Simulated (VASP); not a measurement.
## CrRh3: single point with LDA

CrRh3:

```
Cr Rh
1.0
     3.79055    0.00000    0.00000
     0.00000    3.79055    0.00000
     0.00000    0.00000    3.79055
Cr Rh
1 3
Direct
  0.00000 0.00000 0.00000
  0.00000 0.50000 0.50000
  0.50000 0.50000 0.00000
  0.50000 0.00000 0.50000
```

```yaml
Program: VASP 6.6.1
Task: single point
Functional: LDA
Potentials_or_basis: VASP PAW LDA potentials, release 64 (Cr_pv, Rh_pv)
Cutoff: 520 eV
k_mesh: 8 × 8 × 8
Occupations: fermi-dirac, width 0.05 eV
Spin: collinear spin, ferromagnetic start
Starting_moments: "[3.0, 1.0, 1.0, 1.0] μB"
```

* Pressure: -18.2 GPa
* Net moment: 0.00 μB per cell
* Valence electrons inside the program's atomic spheres: Cr 10.71; Rh 13.82

Levels at points of the mesh, in eV from the Fermi level:
Spin up:
```
           k point  band 25  band 26  band 27  band 28  band 29  band 30  band 31  band 32
(0.00, 0.00, 0.00)     0.61     1.07     1.07     1.07     1.07     1.07     1.49     1.49
(0.50, 0.00, 0.00)    -1.42    -1.42    -1.15    -0.34    -0.34    -0.18    -0.05     0.51
(0.50, 0.50, 0.00)    -1.89    -1.85    -1.85    -1.07    -0.99    -0.23    -0.06    -0.06
(0.50, 0.50, 0.50)     0.54     0.54     0.54     0.64     0.64     0.64     0.82     1.10
```
Spin down:
| k point | band 25 | band 26 | band 27 | band 28 | band 29 | band 30 | band 31 | band 32 |
| --- | --- | --- | --- | --- | --- | --- | --- | --- |
| (0.00, 0.00, 0.00) | 0.61 | 1.07 | 1.07 | 1.07 | 1.07 | 1.07 | 1.49 | 1.49 |
| (0.50, 0.00, 0.00) | -1.42 | -1.42 | -1.15 | -0.34 | -0.34 | -0.18 | -0.05 | 0.51 |
| (0.50, 0.50, 0.00) | -1.89 | -1.85 | -1.85 | -1.07 | -0.99 | -0.23 | -0.06 | -0.06 |
| (0.50, 0.50, 0.50) | 0.54 | 0.54 | 0.54 | 0.64 | 0.64 | 0.64 | 0.82 | 1.10 |

Wall time 4.1 min on 1 thread of Intel(R) Xeon(R) Platinum 8259CL CPU @ 2.50GHz (Skylake/Cascade Lake), with other jobs on the host, peak memory 0.23 GiB.

Caveat: the cell stands under tension; an empty level that is flat over the whole mesh can mark a ghost state of the potentials, or a narrow d or f band.
